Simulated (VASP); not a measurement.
Crystal: InSb3.

```
CELL_PARAMETERS angstrom
4.74141 0.00000 0.00000
0.00000 4.74141 0.00000
0.00000 0.00000 4.74141
ATOMIC_POSITIONS crystal
Sb 0.50000 0.50000 0.00000
Sb 0.00000 0.50000 0.50000
Sb 0.50000 0.00000 0.50000
In 0.00000 0.00000 0.00000
```

Base run:

| Item | Value |
| --- | --- |
| Program | VASP 6.6.1 |
| Functional | PBEsol |
| Potentials or basis | VASP PAW PBE potentials, release 64 (Sb, In_d) |
| Cutoff | 520 eV |
| k mesh | 6 × 6 × 6 |
| Occupations | fermi-dirac, width 0.05 eV |
| Spin | no spin polarisation |

Its results: band gap on the k mesh zero (band 14 reaches 11.89 eV, above the bottom of band 15 at 7.03 eV); pressure -0.6 GPa.

Problem. The run is repeated on the same cell with these changes: functional from PBEsol to r2SCAN. What comes out?

Solution. Band gap on the k mesh zero (band 14 reaches 12.20 eV, above the bottom of band 15 at 6.99 eV); pressure 1.7 GPa.

Caveats: the PAW data sets were made with another functional, which shifts forces and pressure a little; spin-orbit coupling is left out, which moves the levels of the heavy elements.
